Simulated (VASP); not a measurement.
# LiCl in VASP: further runs

The runs below take LiCl through single point, with HSE06.

Everything below comes from runs of VASP 6.6.1. Logs are shortened: lines on timing, memory, paths and dates and some standing lists are left out, and cuts for length are marked.

### Step 1. The cell of the first run

It takes space group I4/mmm (No. 139, tetragonal). Conventional cell: a = 3.615 Å, b = 3.615 Å, c = 5.143 Å, α = 90.00°, β = 90.00°, γ = 90.00°. Within 3.4 Å of Li (site symmetry 4/mmm) lie 6 Cl at 2.56 to 2.57 Å. Cl (site symmetry 4/mmm) has 6 Li at 2.56 to 2.57 Å within 3.4 Å.

### Step 2. Single point, HSE06 (uniaxial x strain +0.6%)

POSCAR

```
LiCl
1.0
    0.0000000000      2.5560369945      2.5560369945
    2.5716288201      0.0000000000      2.5560369945
    2.5716288201      2.5560369945      0.0000000000
Li Cl
1 1
Direct
    0.0000000000      0.0000000000      0.0000000000
    0.5000000000      0.5000000000      0.5000000000
```

INCAR.step1

```
SYSTEM = LiCl
ALGO = Normal
EDIFF = 1E-5
ENCUT = 520
GGA = PE
ISIF = 2
ISMEAR = 0
LASPH = .True.
LCHARG = .False.
LREAL = .False.
LWAVE = .True.
NBANDS = 12
NELM = 60
PREC = Accurate
SIGMA = 0.01
```

INCAR.step2

```
SYSTEM = LiCl
ALGO = Normal
EDIFF = 1E-6
ENCUT = 520
GGA = PE
HFSCREEN = 0.2079
ISIF = 2
ISMEAR = 0
ISTART = 1
LASPH = .True.
LCHARG = .False.
LHFCALC = .True.
LREAL = .False.
LWAVE = .False.
NBANDS = 12
NELM = 60
PREC = Accurate
PRECFOCK = Normal
SIGMA = 0.01
```

KPOINTS

```
k-points
0
Gamma
  6 6 6
  0 0 0
```

Potentials or basis: VASP PAW PBE potentials, release 64 (Li_sv, Cl).

Launch:

```sh
> cat potpaw_PBE.64/Li_sv/POTCAR potpaw_PBE.64/Cl/POTCAR > POTCAR
> cp INCAR.step1 INCAR
> mpirun -np 1 vasp_std > vasp.out
> cp INCAR.step2 INCAR
> mpirun -np 1 vasp_std > vasp.out
```

OUTCAR:

```text
SYSTEM = LiCl
   EDIFF = 1E-6
   ENCUT = 520
   GGA = PE
   HFSCREEN = 0.2079
   ISIF = 2
   ISMEAR = 0
   ISTART = 1
   LASPH = .True.
   LHFCALC = .True.
   LREAL = .False.
   NELM = 60
   PREC = Accurate
   PRECFOCK = Normal

 ion  position               nearest neighbor table
   1  0.000  0.000  0.000-   2 2.56   2 2.56   2 2.56   2 2.56   2 2.57   2 2.57
   2  0.500  0.500  0.500-   1 2.56   1 2.56   1 2.56   1 2.56   1 2.57   1 2.57

  LATTYP: Found a body centered tetragonal cell.
 ALAT       =     3.6147821835
 C/A-ratio  =     1.4228402651

  Lattice vectors:

 A1 = (   2.5716288201,   0.0000000000,   2.5560369945)
 A2 = (   2.5716288201,   0.0000000000,  -2.5560369945)
 A3 = (  -2.5716288201,   2.5560369945,   0.0000000000)

Analysis of symmetry for initial positions (statically):
=====================================================================
 Subroutine PRICEL returns:
 Original cell was already a primitive cell.

 Routine SETGRP: Setting up the symmetry group for a
 body centered tetragonal supercell.

 Subroutine GETGRP returns: Found 16 space group operations
 (whereof 16 operations were pure point group operations)
 out of a pool of 16 trial point group operations.

The static configuration has the point symmetry D_4h.

Analysis of symmetry for dynamics (positions and initial velocities):
=====================================================================
 Subroutine PRICEL returns:
 Original cell was already a primitive cell.

 Routine SETGRP: Setting up the symmetry group for a
 body centered tetragonal supercell.

 Subroutine GETGRP returns: Found 16 space group operations
 (whereof 16 operations were pure point group operations)
 out of a pool of 16 trial point group operations.

The dynamic configuration has the point symmetry D_4h.

 Subroutine INISYM returns: Found 16 space group operations
 (whereof 16 operations are pure point group operations),
 and found     1 'primitive' translations

----------------------------------------------------------------------------------------

                                     Primitive cell

  volume of cell :      33.6026

  direct lattice vectors                    reciprocal lattice vectors
     0.000000000  2.556036994  2.556036994    -0.194429303  0.195615322  0.195615322
     2.571628820  0.000000000  2.556036994     0.194429303 -0.195615322  0.195615322
     2.571628820  2.556036994  0.000000000     0.194429303  0.195615322 -0.195615322

  length of vectors
     3.614782184  3.625824031  3.625824031     0.338132315  0.338132315  0.338132315

  position of ions in fractional coordinates (direct lattice)
     0.000000000  0.000000000  0.000000000
     0.500000000  0.500000000  0.500000000

  ion indices of the primitive-cell ions
   primitive index   ion index
                 1           1
                 2           2

----------------------------------------------------------------------------------------

 KPOINTS: k-points

Automatic generation of k-mesh.
 Grid dimensions read from file:
 generate k-points for:    6    6    6

 Generating k-lattice:

  Cartesian coordinates                     Fractional coordinates (reciprocal lattice)
    -0.032404884  0.032602554  0.032602554     0.166666667  0.000000000  0.000000000
     0.032404884 -0.032602554  0.032602554     0.000000000  0.166666667 -0.000000000
     0.032404884  0.032602554 -0.032602554     0.000000000 -0.000000000  0.166666667

  Length of vectors
     0.056355386  0.056355386  0.056355386

  Shift w.r.t. Gamma in fractional coordinates (k-lattice)
     0.000000000  0.000000000  0.000000000

 Subroutine IBZKPT returns following result:
 ===========================================

 Found     30 irreducible k-points:

 Following reciprocal coordinates:
            Coordinates               Weight
  0.000000  0.000000  0.000000      1.000000
  0.166667  0.000000  0.000000      8.000000
  0.333333 -0.000000 -0.000000      8.000000
  0.500000  0.000000  0.000000      4.000000
  0.166667  0.166667  0.000000      4.000000
  0.333333  0.166667 -0.000000     16.000000
[... 16 lines left out ...]
 -0.333333  0.500000  0.166667      4.000000
  0.333333 -0.333333  0.166667      8.000000
 [... further k-points ...]
   k-points           NKPTS =     30   k-points in BZ     NKDIM =    216   number of bands    NBANDS=     12
   number of dos      NEDOS =    301   number of ions     NIONS =      2
   total plane-waves  NPLWV =  21952
   dimension x,y,z NGX =    28 NGY =   28 NGZ =   28
   dimension x,y,z NGXF=    56 NGYF=   56 NGZF=   56
   ions per type =               1   1
   NGX,Y,Z   is equivalent  to a cutoff of  12.88, 12.84, 12.84 a.u.
   NGXF,Y,Z  is equivalent  to a cutoff of  25.75, 25.68, 25.68 a.u.
 SYSTEM =  LiCl
   PREC   = accura    normal or accurate (medium, high low for compatibility)
   ISTART =      1    job   : 0-new  1-cont  2-samecut
   ICHARG =      0    charge: 1-file 2-atom 10-const
   ISPIN  =      1    spin polarized calculation?
   LNONCOLLINEAR =      F non collinear calculations
   LSORBIT =      F    spin-orbit coupling
   LASPH  =      T    aspherical Exc in radial PAW
   ENCUT  =  520.0 eV  38.22 Ry    6.18 a.u.   6.72  6.74  6.74*2*pi/ulx,y,z
   NELM   =     60;   NELMIN=  2; NELMDL=  0     # of ELM steps
   EDIFF  = 0.1E-05   stopping-criterion for ELM
   LREAL  =      F    real-space projection
   EDIFFG = 0.1E-04   stopping-criterion for IOM
   NSW    =      0    number of steps for IOM
   IBRION =     -1    ionic relax: 0-MD 1-quasi-New 2-CG
   NFREE  =      0    steps in history (QN), initial steepest desc. (CG)
   ISIF   =      2    stress and relaxation
   ISYM   =      3    0-nonsym 1-usesym 2-fastsym
   POTIM  = 0.5000    time-step for ionic-motion
   TEBEG  =    0.0;   TEEND  =   0.0 temperature during run
   PSTRESS=    0.0 pullay stress
   NELECT =      10.0000    total number of electrons
   NUPDOWN=      -1.0000    fix difference up-down
   EMIN   =  10.00;   EMAX   =-10.00  energy-range for DOS
   EFERMI =   0.00;   METHOD = LEGACY
   ISMEAR =     0;   SIGMA  =   0.01  broadening in eV -4-tet -1-fermi 0-gaus
   EFERMI_NEDOS =   21; number of points for ismear=-14 and -15
   IALGO  =     38    algorithm
   IMIX   =      1    mixing-type and parameters
     AMIX     =   0.40;   BMIX     =  1.00
     AMIX_MAG =   1.60;   BMIX_MAG =  1.00
  volume/ion in A,a.u.               =      16.80       113.38
  Fermi-wavevector in a.u.,A,eV,Ry     =   1.092993  2.065457 16.253973  1.194633
  Thomas-Fermi vector in A             =   2.229269
   LORBIT       =      0    0 simple, 1 ext, 2 COOP (PROOUT), +10 PAW based schemes
   GGA     = PE    functional components
   LHFCALC =     T    Hartree Fock is set to
   PRECFOCK=normal    Normal, Fast or Accurate (Low or Medium for compatibility)
   ENCUT4O =  -1.0   cutoff for four orbital integrals eV
   NKREDX  =     1    reduce k-point grid by
   NKREDY  =     1    reduce k-point grid by
   NKREDZ  =     1    reduce k-point grid by
   AEXX    =    0.2500 exact exchange contribution
   HFSCREEN=    0.2079 screening length (either q_TF or 0.3 A-1)
   HFSCREENC=   0.2079 screening length for correlation (either q_TF or 0.3 A-1)
   ENCUTFOCK=  -1.0 apply spherical cutoff to Coloumb kernel
   IVDW    =     0    specifies the selected vdW correction
   LEPSILON=     F    determine dielectric tensor
   LRPA    =     F    only Hartree local field effects (RPA)
 non-spin polarized calculation
 Gauss-broadening in eV      SIGMA  =   0.01
  energy-cutoff  :      520.00
  volume of cell :       33.60
 maximum number of plane-waves:       934
  NGX = 24; NGY = 24; NGZ = 24

 number of electron      10.0000004 magnetization

 Free energy of the ion-electron system (eV)
  ---------------------------------------------------
  ext. energy  EPLUGINS =         0.00000000
  ---------------------------------------------------
  free energy    TOTEN  =        -8.45926237 eV

  energy without entropy =       -8.45926237  energy(sigma->0) =       -8.45926237

 E-fermi :  -0.2348     XC(G=0):  -7.2751

 val. band max:       -0.3389240019   @ k =   0.0000   0.0000   0.0000
 cond. band min:       7.4058936582   @ k =   0.0000   0.0000   0.0000
 fundamental gap:      7.7448176601
 Fermi energy:        -0.2347908749

 k-point     1 :       0.0000    0.0000    0.0000
  band No.  band energies     occupation
      1     -46.6170      2.00000
      2     -15.0292      2.00000
      3      -0.3563      2.00000
      4      -0.3563      2.00000
      5      -0.3389      2.00000
      6       7.4059      0.00000
      7      13.0814      0.00000
      8      13.1356      0.00000
      9      13.1356      0.00000
     10      15.8126      0.00000
     11      15.9424      0.00000
     12      15.9542      0.00000

 k-point     2 :       0.1667    0.0000    0.0000
  band No.  band energies     occupation
      1     -46.6162      2.00000
      2     -14.8851      2.00000
      3      -1.2694      2.00000
      4      -0.4292      2.00000
      5      -0.4250      2.00000
      6       8.1151      0.00000
      7      12.0706      0.00000
      8      12.6857      0.00000
      9      12.7556      0.00000
     10      14.4566      0.00000
     11      14.4767      0.00000
     12      16.5213      0.00000

 k-point     3 :       0.3333   -0.0000   -0.0000
  band No.  band energies     occupation
      1     -46.6147      2.00000
      2     -14.5713      2.00000
      3      -2.7595      2.00000
      4      -0.5744      2.00000
      5      -0.5643      2.00000
      6       8.1088      0.00000
      7      11.1838      0.00000
      8      11.2425      0.00000
      9      13.0223      0.00000
     10      16.4404      0.00000
     11      16.4579      0.00000
     12      17.3259      0.00000

 k-point     4 :       0.5000    0.0000    0.0000
  band No.  band energies     occupation
      1     -46.6139      2.00000
      2     -14.3991      2.00000
      3      -3.4139      2.00000
      4      -0.6440      2.00000
      5      -0.6271      2.00000
      6       7.7761      0.00000
      7      10.6231      0.00000
      8      10.6748      0.00000
      9      14.4081      0.00000
     10      18.1874      0.00000
     11      18.6385      0.00000
     12      18.6999      0.00000

 k-point     5 :       0.1667    0.1667    0.0000
  band No.  band energies     occupation
      1     -46.6159      2.00000
      2     -14.8336      2.00000
      3      -1.1877      2.00000
      4      -0.6940      2.00000
      5      -0.6678      2.00000
      6       8.6534      0.00000
      7      11.5453      0.00000
      8      11.9433      0.00000
      9      13.3391      0.00000
     10      13.3691      0.00000
     11      16.4629      0.00000
     12      17.4757      0.00000
[... 228 lines left out ...]
      1     -46.6136      2.00000
      2     -14.3362      2.00000
      3      -2.7605      2.00000
      4      -1.8111      2.00000
      5      -1.0285      2.00000
      6      10.2035      0.00000
      7      10.5086      0.00000
      8      10.7950      0.00000
      9      13.1623      0.00000
     10      15.4119      0.00000
     11      19.3044      0.00000
     12      19.7561      0.00000

 k-point    22 :       0.3333    0.5000    0.1667
  band No.  band energies     occupation
      1     -46.6135      2.00000
      2     -14.3306      2.00000
      3      -2.7640      2.00000
      4      -1.8310      2.00000
      5      -1.0205      2.00000
      6      10.1662      0.00000
      7      10.5286      0.00000
      8      10.7771      0.00000
      9      13.1702      0.00000
     10      15.3747      0.00000
     11      19.2529      0.00000
     12      19.8543      0.00000

 k-point    23 :      -0.3333    0.5000    0.1667
  band No.  band energies     occupation
      1     -46.6126      2.00000
      2     -14.1367      2.00000
      3      -3.0792      2.00000
      4      -2.1240      2.00000
      5      -1.5291      2.00000
      6       9.8631      0.00000
      7      10.4543      0.00000
      8      12.6517      0.00000
      9      12.7401      0.00000
     10      16.2974      0.00000
     11      18.7511      0.00000
     12      20.2458      0.00000

 k-point    24 :       0.3333   -0.3333    0.1667
  band No.  band energies     occupation
      1     -46.6130      2.00000
      2     -14.2041      2.00000
      3      -2.9176      2.00000
      4      -2.2211      2.00000
      5      -1.1965      2.00000
      6      10.0168      0.00000
      7      10.4914      0.00000
      8      12.2083      0.00000
      9      12.3947      0.00000
     10      16.5310      0.00000
     11      17.4447      0.00000
     12      20.0758      0.00000

 [... further k-points ...]

------------------------ aborting loop because EDIFF is reached ----------------------------------------

  FORCE on cell =-STRESS in cart. coord.  units (eV):
  Direction    XX          YY          ZZ          XY          YZ          ZX
  --------------------------------------------------------------------------------------
  -------------------------------------------------------------------------------------
  Total       -0.0738280     -0.0331299     -0.0331299      0.0000000      0.0000000      0.0000000
  in kB       -3.5201318     -1.5796403     -1.5796403      0.0000000      0.0000000      0.0000000
  external PRESSURE =      -2.2264708 kB  Pullay stress =       0.0000000 kB

 VOLUME and BASIS-vectors are now :
 -----------------------------------------------------------------------------
  energy-cutoff  :      520.00
  volume of cell :       33.60
      direct lattice vectors                 reciprocal lattice vectors
     0.000000000  2.556036994  2.556036994    -0.194429303  0.195615322  0.195615322
     2.571628820  0.000000000  2.556036994     0.194429303 -0.195615322  0.195615322
     2.571628820  2.556036994  0.000000000     0.194429303  0.195615322 -0.195615322

 POSITION                                       TOTAL-FORCE (eV/Angst)
 -----------------------------------------------------------------------------------
      0.00000      0.00000      0.00000        -0.000000      0.000000      0.000000
      2.57163      2.55604      2.55604         0.000000      0.000000      0.000000
 -----------------------------------------------------------------------------------
    total drift:                                0.000001      0.000000     -0.000000

  FREE ENERGIE OF THE ION-ELECTRON SYSTEM (eV)
  ---------------------------------------------------
  free  energy   TOTEN  =        -8.4592623687 eV

  energy  without entropy=       -8.4592623687  energy(sigma->0) =       -8.45926237
```

Run time: 17 min. Hardware: 1 thread of Intel Xeon Platinum 8259CL at 2.50GHz (Skylake/Cascade Lake), shared host; peak memory 0.27 GiB.

What came out:

```
Free energy            : -8.4593 eV
Band gap on the k mesh : 7.74 eV
```

Levels at points of the mesh, in eV from the valence-band top:
```csv
k point,band 2,band 3,band 4,band 5,band 6,band 7,band 8,band 9
"(0.00, 0.00, 0.00)",-14.69,-0.02,-0.02,0.00,7.74,13.42,13.47,13.47
"(0.50, 0.00, 0.00)",-14.06,-3.08,-0.31,-0.29,8.12,10.96,11.01,14.75
"(0.50, 0.50, 0.00)",-13.79,-3.14,-1.24,-1.19,9.29,9.59,14.20,15.80
"(0.00, 0.50, 0.50)",-13.80,-3.14,-1.19,-1.19,9.31,9.62,14.11,15.91
```

Caveat: the cell differs from its parent crystal (uniaxial x strain +0.6%); the cutoff is under 1.25 times the usual one of these potentials, so pressure, stress and relaxed cells hold a basis-set (Pulay) error; the PAW data sets were made with another functional, which shifts forces and pressure a little. A k mesh can miss the band edges.

### Step 3. Single point, HSE06 (epitaxial 111 strain +2.4%)

POSCAR

```
LiCl
1.0
   -0.0605380171      2.5565882615      2.5565882615
    2.5565882615     -0.0605380171      2.5565882615
    2.5565882615      2.5565882615     -0.0605380171
Li Cl
1 1
Direct
    0.0000000000      0.0000000000      0.0000000000
    0.5000000000      0.5000000000      0.5000000000
```

INCAR.step1

```
SYSTEM = LiCl
PREC = Accurate
ENCUT = 520
EDIFF = 1E-5
ISMEAR = 0
SIGMA = 0.01
LREAL = .FALSE.
LASPH = .TRUE.
NELM = 60
ALGO = Normal
ISIF = 2
LWAVE = .TRUE.
LCHARG = .FALSE.
NBANDS = 12
GGA = PE
```

INCAR.step2

```
SYSTEM = LiCl
PREC = Accurate
ENCUT = 520
EDIFF = 1E-7
ISMEAR = 0
SIGMA = 0.01
LREAL = .FALSE.
LASPH = .TRUE.
NELM = 60
ALGO = Normal
ISIF = 2
LWAVE = .FALSE.
LCHARG = .FALSE.
GGA = PE
LHFCALC = .TRUE.
HFSCREEN = 0.2079
PRECFOCK = Normal
NBANDS = 12
ISTART = 1
```

KPOINTS

```
regular mesh
0
G
  6 6 6
  0 0 0
```

Potentials or basis: VASP PAW PBE potentials, release 64 (Li_sv, Cl).

Launch:

```sh
> cat potpaw_PBE.64/Li_sv/POTCAR potpaw_PBE.64/Cl/POTCAR > POTCAR
> cp INCAR.step1 INCAR
> mpirun -np 1 vasp_std > vasp.out
> cp INCAR.step2 INCAR
> mpirun -np 1 vasp_std > vasp.out
```

Run time: 22 min. Hardware: 1 thread of Intel Xeon Platinum 8259CL at 2.50GHz (Skylake/Cascade Lake), shared host; peak memory 0.27 GiB.

The run converged. Its results:

- Free energy: -8.4511 eV
- Band gap on the k mesh: 7.43 eV

Levels at points of the mesh, in eV from the valence-band top:
| k point | band 3 | band 4 | band 5 | band 6 | band 7 | band 8 |
| --- | --- | --- | --- | --- | --- | --- |
| (0.00, 0.00, 0.00) | -0.20 | -0.20 | 0.00 | 7.43 | 13.10 | 13.10 |
| (0.50, 0.00, 0.00) | -3.08 | -0.42 | -0.32 | 8.00 | 10.78 | 11.10 |
| (0.50, 0.50, 0.00) | -3.12 | -1.38 | -1.16 | 9.06 | 9.56 | 13.73 |
| (0.50, 0.50, 0.50) | -3.04 | -0.52 | -0.52 | 7.79 | 10.60 | 10.60 |

Caveat: the cell differs from its parent crystal (epitaxial 111 strain +2.4%); the cutoff is under 1.25 times the usual one of these potentials, so pressure, stress and relaxed cells hold a basis-set (Pulay) error; the PAW data sets were made with another functional, which shifts forces and pressure a little. A k mesh can miss the band edges.
